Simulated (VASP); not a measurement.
# CsSnBr3 (Pm-3m) in VASP: relaxation of cell and atoms with r2SCAN

Aim: the relaxation of cell and atoms of CsSnBr3 with r2SCAN.

Everything below comes from runs of VASP 6.6.1. Logs are shortened: lines on timing, memory, paths and dates and some standing lists are left out, and cuts for length are marked.

### 1 The cell of the first run

It takes space group Pm-3m (No. 221, cubic). Conventional cell: a = 5.907 Å, b = 5.907 Å, c = 5.907 Å, α = 90.00°, β = 90.00°, γ = 90.00°. Cs (site symmetry m-3m) has 12 Br at 4.18 Å and 8 Sn at 5.12 Å within 5.5 Å. Within 3.9 Å of Sn (site symmetry m-3m) lie 6 Br at 2.95 Å. Br (site symmetry 4/mmm) has 2 Sn at 2.95 Å within 3.9 Å.

### 2 Relaxation of cell and atoms, r2SCAN

Contents of POSCAR:

```
CsSnBr3
1.0
    5.9073633188      0.0000000000      0.0000000000
    0.0000000000      5.9073633188      0.0000000000
    0.0000000000      0.0000000000      5.9073633188
Cs Sn Br
1 1 3
Direct
    0.0000000000      0.0000000000      0.0000000000
    0.5000000000      0.5000000000      0.5000000000
    0.5000000000      0.5000000000      0.0000000000
    0.5000000000      0.0000000000      0.5000000000
    0.0000000000      0.5000000000      0.5000000000
```

Contents of INCAR.step1:

```
SYSTEM = CsSnBr3
ALGO = Normal
EDIFF = 1E-5
EDIFFG = -0.005
ENCUT = 550
GGA = PE
GGA_COMPAT = .False.
IBRION = 2
ISIF = 3
ISMEAR = -1
LASPH = .True.
LCHARG = .False.
LREAL = .False.
LWAVE = .True.
NELM = 120
NELMIN = 4
NSW = 100
PREC = Accurate
SIGMA = 0.02
```

Contents of INCAR.step2:

```
SYSTEM = CsSnBr3
ALGO = Normal
EDIFF = 1E-7
EDIFFG = -0.005
ENCUT = 550
GGA_COMPAT = .False.
IBRION = 2
ISIF = 3
ISMEAR = -1
ISTART = 1
LASPH = .True.
LCHARG = .False.
LMIXTAU = .True.
LREAL = .False.
LWAVE = .False.
METAGGA = R2SCAN
NELM = 120
NELMIN = 4
NSW = 80
PREC = Accurate
SIGMA = 0.02
```

Contents of KPOINTS:

```
k-points
0
Gamma
  4 4 4
  0 0 0
```

Potentials or basis: VASP PAW PBE potentials, release 64 (Cs_sv, Sn_d, Br).

Command:

```bash
> cat potpaw_PBE.64/Cs_sv/POTCAR potpaw_PBE.64/Sn_d/POTCAR potpaw_PBE.64/Br/POTCAR > POTCAR
> cp INCAR.step1 INCAR
> mpirun -np 1 vasp_std > vasp.out
> cp INCAR.step2 INCAR
> mpirun -np 1 vasp_std > vasp.out
```

OUTCAR:

```text
SYSTEM = CsSnBr3
   EDIFF = 1E-7
   EDIFFG = -0.005
   ENCUT = 550
   IBRION = 2
   ISIF = 3
   ISMEAR = -1
   ISTART = 1
   LASPH = .True.
   LREAL = .False.
   METAGGA = R2SCAN
   NELM = 120
   NELMIN = 4
   NSW = 80
   PREC = Accurate

 ion  position               nearest neighbor table
   1  0.000  0.000  0.000-
   2  0.500  0.500  0.500-   3 2.95   4 2.95   5 2.95   3 2.95   4 2.95   5 2.95
   3  0.500  0.500  0.000-   2 2.95   2 2.95
   4  0.500  0.000  0.500-   2 2.95   2 2.95
   5  0.000  0.500  0.500-   2 2.95   2 2.95

  LATTYP: Found a simple cubic cell.
 ALAT       =     5.9073633188

  Lattice vectors:

 A1 = (   5.9073633188,   0.0000000000,   0.0000000000)
 A2 = (   0.0000000000,   5.9073633188,   0.0000000000)
 A3 = (   0.0000000000,   0.0000000000,   5.9073633188)

Analysis of symmetry for initial positions (statically):
=====================================================================
 Subroutine PRICEL returns:
 Original cell was already a primitive cell.

 Routine SETGRP: Setting up the symmetry group for a
 simple cubic supercell.

 Subroutine GETGRP returns: Found 48 space group operations
 (whereof 48 operations were pure point group operations)
 out of a pool of 48 trial point group operations.

The static configuration has the point symmetry O_h .

Analysis of symmetry for dynamics (positions and initial velocities):
=====================================================================
 Subroutine PRICEL returns:
 Original cell was already a primitive cell.

 Routine SETGRP: Setting up the symmetry group for a
 simple cubic supercell.

 Subroutine GETGRP returns: Found 48 space group operations
 (whereof 48 operations were pure point group operations)
 out of a pool of 48 trial point group operations.

The dynamic configuration has the point symmetry O_h .

 Subroutine INISYM returns: Found 48 space group operations
 (whereof 48 operations are pure point group operations),
 and found     1 'primitive' translations

----------------------------------------------------------------------------------------

                                     Primitive cell

  volume of cell :     206.1489

  direct lattice vectors                    reciprocal lattice vectors
     5.907363319  0.000000000  0.000000000     0.169280260  0.000000000  0.000000000
     0.000000000  5.907363319  0.000000000     0.000000000  0.169280260  0.000000000
     0.000000000  0.000000000  5.907363319     0.000000000  0.000000000  0.169280260

  length of vectors
     5.907363319  5.907363319  5.907363319     0.169280260  0.169280260  0.169280260

  position of ions in fractional coordinates (direct lattice)
     0.000000000  0.000000000  0.000000000
     0.500000000  0.500000000  0.500000000
     0.500000000  0.500000000  0.000000000
     0.500000000  0.000000000  0.500000000
     0.000000000  0.500000000  0.500000000

  ion indices of the primitive-cell ions
   primitive index   ion index
                 1           1
                 2           2
                 3           3
                 4           4
                 5           5

----------------------------------------------------------------------------------------

 KPOINTS: k-points

Automatic generation of k-mesh.
 Grid dimensions read from file:
 generate k-points for:    4    4    4

 Generating k-lattice:

  Cartesian coordinates                     Fractional coordinates (reciprocal lattice)
     0.042320065  0.000000000  0.000000000     0.250000000  0.000000000  0.000000000
     0.000000000  0.042320065  0.000000000     0.000000000  0.250000000  0.000000000
     0.000000000  0.000000000  0.042320065     0.000000000  0.000000000  0.250000000

  Length of vectors
     0.042320065  0.042320065  0.042320065

  Shift w.r.t. Gamma in fractional coordinates (k-lattice)
     0.000000000  0.000000000  0.000000000

 Subroutine IBZKPT returns following result:
 ===========================================

 Found     10 irreducible k-points:

 Following reciprocal coordinates:
            Coordinates               Weight
  0.000000  0.000000  0.000000      1.000000
  0.250000  0.000000  0.000000      6.000000
  0.500000  0.000000  0.000000      3.000000
  0.250000  0.250000  0.000000     12.000000
  0.500000  0.250000  0.000000     12.000000
  0.500000  0.500000  0.000000      3.000000
  0.250000  0.250000  0.250000      8.000000
  0.500000  0.250000  0.250000     12.000000
  0.500000  0.500000  0.250000      6.000000
  0.500000  0.500000  0.500000      1.000000
   k-points           NKPTS =     10   k-points in BZ     NKDIM =     10   number of bands    NBANDS=     26
   number of dos      NEDOS =    301   number of ions     NIONS =      5
   total plane-waves  NPLWV = 110592
   dimension x,y,z NGX =    48 NGY =   48 NGZ =   48
   dimension x,y,z NGXF=    96 NGYF=   96 NGZF=   96
   ions per type =               1   1   3
   NGX,Y,Z   is equivalent  to a cutoff of  13.51, 13.51, 13.51 a.u.
   NGXF,Y,Z  is equivalent  to a cutoff of  27.02, 27.02, 27.02 a.u.
 SYSTEM =  CsSnBr3
   PREC   = accura    normal or accurate (medium, high low for compatibility)
   ISTART =      1    job   : 0-new  1-cont  2-samecut
   ICHARG =      0    charge: 1-file 2-atom 10-const
   ISPIN  =      1    spin polarized calculation?
   LNONCOLLINEAR =      F non collinear calculations
   LSORBIT =      F    spin-orbit coupling
   LASPH  =      T    aspherical Exc in radial PAW
   ENCUT  =  550.0 eV  40.42 Ry    6.36 a.u.  11.30 11.30 11.30*2*pi/ulx,y,z
   NELM   =    120;   NELMIN=  4; NELMDL=  0     # of ELM steps
   EDIFF  = 0.1E-06   stopping-criterion for ELM
   LREAL  =      F    real-space projection
   EDIFFG = -.5E-02   stopping-criterion for IOM
   NSW    =     80    number of steps for IOM
   IBRION =      2    ionic relax: 0-MD 1-quasi-New 2-CG
   NFREE  =      1    steps in history (QN), initial steepest desc. (CG)
   ISIF   =      3    stress and relaxation
   ISYM   =      2    0-nonsym 1-usesym 2-fastsym
   POTIM  = 0.5000    time-step for ionic-motion
   TEBEG  =    0.0;   TEEND  =   0.0 temperature during run
   PSTRESS=    0.0 pullay stress
   NELECT =      44.0000    total number of electrons
   NUPDOWN=      -1.0000    fix difference up-down
   EMIN   =  10.00;   EMAX   =-10.00  energy-range for DOS
   EFERMI =   0.00;   METHOD = LEGACY
   ISMEAR =    -1;   SIGMA  =   0.02  broadening in eV -4-tet -1-fermi 0-gaus
   EFERMI_NEDOS =   21; number of points for ismear=-14 and -15
   IALGO  =     38    algorithm
   IMIX   =      4    mixing-type and parameters
     AMIX     =   0.40;   BMIX     =  1.00
     AMIX_MAG =   1.60;   BMIX_MAG =  1.00
  volume/ion in A,a.u.               =      41.23       278.23
  Fermi-wavevector in a.u.,A,eV,Ry     =   0.978360  1.848832 13.023338  0.957188
  Thomas-Fermi vector in A             =   2.109130
   LORBIT       =      0    0 simple, 1 ext, 2 COOP (PROOUT), +10 PAW based schemes
   METAGGA = R2SCAN    functional components
   LHFCALC =     F    Hartree Fock is set to
   AEXX    =    0.0000 exact exchange contribution
   IVDW    =     0    specifies the selected vdW correction
   LEPSILON=     F    determine dielectric tensor
   LRPA    =     F    only Hartree local field effects (RPA)
 conjugate gradient relaxation of ions
 non-spin polarized calculation
  energy-cutoff  :      550.00
  volume of cell :      206.15
 maximum number of plane-waves:      6088
 NGX is ok and might be reduce to    48
   NGX = 23   NGY = 23   NGZ = 23

--------------------------------------- Ionic step        1  -------------------------------------------

 number of electron      43.9999991 magnetization

 Free energy of the ion-electron system (eV)
  ---------------------------------------------------
  ext. energy  EPLUGINS =         0.00000000
  ---------------------------------------------------
  free energy    TOTEN  =       -96.26485389 eV

  energy without entropy =      -96.26485389  energy(sigma->0) =      -96.26485389

------------------------ aborting loop because EDIFF is reached ----------------------------------------

  FORCE on cell =-STRESS in cart. coord.  units (eV):
  Direction    XX          YY          ZZ          XY          YZ          ZX
  --------------------------------------------------------------------------------------
  -------------------------------------------------------------------------------------
  Total       -0.8711218     -0.8711218     -0.8711218     -0.0000000     -0.0000000     -0.0000000
  in kB       -6.7703081     -6.7703081     -6.7703081     -0.0000000     -0.0000000     -0.0000000
  external PRESSURE =      -6.7703081 kB  Pullay stress =       0.0000000 kB

 VOLUME and BASIS-vectors are now :
 -----------------------------------------------------------------------------
  energy-cutoff  :      550.00
  volume of cell :      206.15
      direct lattice vectors                 reciprocal lattice vectors
     5.907363319  0.000000000  0.000000000     0.169280260  0.000000000  0.000000000
     0.000000000  5.907363319  0.000000000     0.000000000  0.169280260  0.000000000
     0.000000000  0.000000000  5.907363319     0.000000000  0.000000000  0.169280260
[... 40 lines left out ...]
 POSITION                                       TOTAL-FORCE (eV/Angst)
 -----------------------------------------------------------------------------------
      0.00000      0.00000      0.00000        -0.000000      0.000000      0.000000
      2.92886      2.92886      2.92886         0.000000     -0.000000      0.000000
      2.92886      2.92886     -0.00000        -0.000000      0.000000      0.000000
      2.92886     -0.00000      2.92886        -0.000000      0.000000      0.000000
      0.00000      2.92886      2.92886        -0.000000      0.000000      0.000000
 -----------------------------------------------------------------------------------
    total drift:                                0.000000     -0.000000     -0.000000

  FREE ENERGIE OF THE ION-ELECTRON SYSTEM (eV)
  ---------------------------------------------------
  free  energy   TOTEN  =       -96.2786103299 eV

  energy  without entropy=      -96.2786103295  energy(sigma->0) =      -96.27861033

--------------------------------------- Ionic step        3  -------------------------------------------

 number of electron      44.0000006 magnetization

 Free energy of the ion-electron system (eV)
  ---------------------------------------------------
  ext. energy  EPLUGINS =         0.00000000
  ---------------------------------------------------
  free energy    TOTEN  =       -96.27941376 eV

  energy without entropy =      -96.27941376  energy(sigma->0) =      -96.27941376

 E-fermi :   2.3817     XC(G=0):  -8.0622

 val. band max:        2.0464342566   @ k =   0.5000   0.5000   0.5000
 cond. band min:       2.7402173604   @ k =   0.5000   0.5000   0.5000
 fundamental gap:      0.6937831038
 Fermi energy:         2.3817399707

 k-point     1 :       0.0000    0.0000    0.0000
  band No.  band energies     occupation
      1     -20.9850      2.00000
      2     -20.9500      2.00000
      3     -20.9500      2.00000
      4     -20.9158      2.00000
      5     -20.9158      2.00000
      6     -20.9158      2.00000
[... 18 lines left out ...]
     25       5.5724      0.00000
     26       6.3040      0.00000
[... 281 lines left out ...]
 POSITION                                       TOTAL-FORCE (eV/Angst)
 -----------------------------------------------------------------------------------
      0.00000      0.00000      0.00000        -0.000000      0.000000      0.000000
      2.92154      2.92154      2.92154         0.000000     -0.000000      0.000000
      2.92154      2.92154     -0.00000        -0.000000      0.000000      0.000000
      2.92154     -0.00000      2.92154        -0.000000      0.000000      0.000000
      0.00000      2.92154      2.92154        -0.000000      0.000000      0.000000
 -----------------------------------------------------------------------------------
    total drift:                                0.000000     -0.000000     -0.000000

  FREE ENERGIE OF THE ION-ELECTRON SYSTEM (eV)
  ---------------------------------------------------
  free  energy   TOTEN  =       -96.2794137589 eV

  energy  without entropy=      -96.2794137577  energy(sigma->0) =      -96.27941376

 reached required accuracy - stopping structural energy minimisation
```

Wall time 20 min (1 thread of Oxide Virtual Turin-like, shared host); peak memory 0.37 GiB.

Results:

- Free energy: -96.2794 eV
- Relaxed volume: 39.90 Å³/atom
- Relaxed cell: a = 5.843 Å, b = 5.843 Å, c = 5.843 Å, α = 90.00°, β = 90.00°, γ = 90.00°
- Space group after relaxing (to 0.1 Å): Pm-3m (No. 221)
- Energy gained by relaxing: 2.9 meV/atom
- Ionic steps: 3
- Pressure after relaxing: 0.0 GPa
- Band gap on the k mesh: 0.69 eV

Step by step:
```tsv
step	energy change (eV)	largest force (eV/Å)	pressure (GPa)	volume (Å³)
1	0.0000	0.0000	-0.68	206.15
2	-0.0138	0.0000	-0.17	200.99
3	-0.0146	0.0000	0.00	199.49
```

Final structure:
```xyz
5
Lattice="5.8431 0.0000 0.0000 0.0000 5.8431 0.0000 0.0000 0.0000 5.8431" Properties=species:S:1:pos:R:3 pbc="T T T"
Cs    0.0000    0.0000    0.0000
Sn    2.9215    2.9215    2.9215
Br    2.9215    2.9215    0.0000
Br    2.9215    0.0000    2.9215
Br    0.0000    2.9215    2.9215
```

Caveat: semilocal functionals underestimate gaps, and a narrow one can read as zero; the PAW data sets were made with another functional, which shifts forces and pressure a little; spin-orbit coupling is left out, which moves the levels of the heavy elements. A k mesh can miss the band edges.
